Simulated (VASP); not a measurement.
BN, 4 atoms in the cell. Symmetry: P-6m2, No. 187, hexagonal system. The conventional cell has a = 2.512 Å, b = 2.512 Å, c = 8.352 Å, α = 90.00°, β = 90.00°, γ = 120.00°. Within 1.9 Å of B (site symmetry -6m2) lie 3 N at 1.45 Å. B (site symmetry -6m2) has 3 N at 1.45 Å within 1.9 Å. N (site symmetry -6m2) has 3 B at 1.45 Å within 1.9 Å. Within 1.9 Å of N (site symmetry -6m2) lie 3 B at 1.45 Å. 

* Program: VASP 6.6.1
* Task: single point
* Functional: PBE
* Potentials or basis: VASP PAW PBE potentials, release 64 (B, N)
* Cutoff: 520 eV
* k mesh: 12 × 12 × 4
* Occupations: gaussian, width 0.02 eV
* Spin: no spin polarisation
* Dipole correction: no
* Further INCAR settings: ALGO = Normal; EDIFF = 1e-07; NBANDS = 16

Potentials or basis: VASP PAW PBE potentials, release 64 (B, N).

The run is started by

```sh
$ cat potpaw_PBE.64/B/POTCAR potpaw_PBE.64/N/POTCAR > POTCAR
$ mpirun -np 1 vasp_std > vasp.out
```

Hardware: 1 thread of Intel Xeon 8259CL, with other jobs on the host.

Problem. Estimate the wall time of this run.

Solution. Wall time 53 s on 1 thread of Intel Xeon 8259CL (shared host), peak memory 0.18 GiB. Counts: scf iterations 15, k points 57.
